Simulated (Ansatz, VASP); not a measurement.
# LiF in VASP and in Ansatz

The input POSCAR:

```
LiF
1.0
    0.0000000000      2.1306705813      2.1659896067
    2.1306705813      0.0000000000      2.1659896067
    2.1306705813      2.1306705813      0.0000000000
Li F
1 1
Direct
    0.0000000000      0.0000000000      0.0000000000
    0.2500000000      0.2500000000      0.2500000000
```

INCAR.step1

```
ALGO     = Normal         # electronic algorithm
EDIFF    = 1E-4           # SCF threshold, eV
ENCUT    = 520            # plane-wave cutoff, eV
GGA      = PE             # functional
ISMEAR   = 0              # smearing method
LASPH    = True           # aspherical terms in the spheres
LCHARG   = False          # write CHGCAR
LREAL    = False          # projectors in reciprocal space
LWAVE    = True           # write WAVECAR
NBANDS   = 12             # bands
NELM     = 80             # most SCF steps
PREC     = Accurate       # precision mode
SIGMA    = 0.01           # smearing width, eV
```

INCAR.step2

```
ALGO     = Normal         # electronic algorithm
EDIFF    = 1E-6           # SCF threshold, eV
ENCUT    = 520            # plane-wave cutoff, eV
ISIF     = 2              # what is computed and relaxed
ISMEAR   = 0              # smearing method
ISTART   = 1            
LASPH    = True           # aspherical terms in the spheres
LCHARG   = False          # write CHGCAR
LMIXTAU  = True         
LREAL    = False          # projectors in reciprocal space
LWAVE    = False          # write WAVECAR
METAGGA  = R2SCAN         # meta-GGA
NBANDS   = 12             # bands
NELM     = 80             # most SCF steps
PREC     = Accurate       # precision mode
SIGMA    = 0.01           # smearing width, eV
```

KPOINTS

```
k-points
0
Gamma
  10 10 10
```

Input for Ansatz:

```yaml
crystal:
  lattice:
    - [0.0, 2.1306705813, 2.1659896067]
    - [2.1306705813, 0.0, 2.1659896067]
    - [2.1306705813, 2.1306705813, 0.0]
  atoms:
    - { symbol: Li, position: [0.0, 0.0, 0.0] }
    - { symbol: F, position: [0.25, 0.25, 0.25] }
kpoints:
  mp_grid: { grid: [10, 10, 10] }
  band_path:
    path:
      - [0.0, 0.0, 0.0]
      - [-0.5, -0.5, 0.0]
      - [-0.375, -0.375, 0.25]
      - [-0.375, 0.0, 0.375]
      - [0.0, 0.0, 0.5]
      - [-0.5, -0.25, 0.25]
    npoints: 1
hamiltonian:
  xc: r2scan
scf:
  occupations: { method: fixed }
  n_extra_bands: 4
output:
  forces: true
  stress: true
  eigenvalues: true
```

Change from the starting cell: epitaxial_xy strain -0.7%.

Alike in both runs: task single point; functional r2SCAN; k mesh 10 × 10 × 10; no spin polarisation.

```csv
,VASP,Ansatz
version,VASP 6.6.1,Ansatz 0.2.0
potentials or method,"VASP PAW PBE potentials, release 64 (Li_sv, F)","plane waves, PAW"
plane-wave cutoff (eV),520,500
occupations,"gaussian, width 0.01 eV",fixed
valence electrons in the cell,10,10
```

|  | VASP | Ansatz | Ansatz less VASP |
| --- | --- | --- | --- |
| gap on the k mesh at the Fermi level (eV) | 8.77 | 8.67 | -0.095 |

VASP's potentials were made for PBE, not for r2SCAN.

Noted on VASP's run: the cutoff is short for stress, so the pressure is rough.
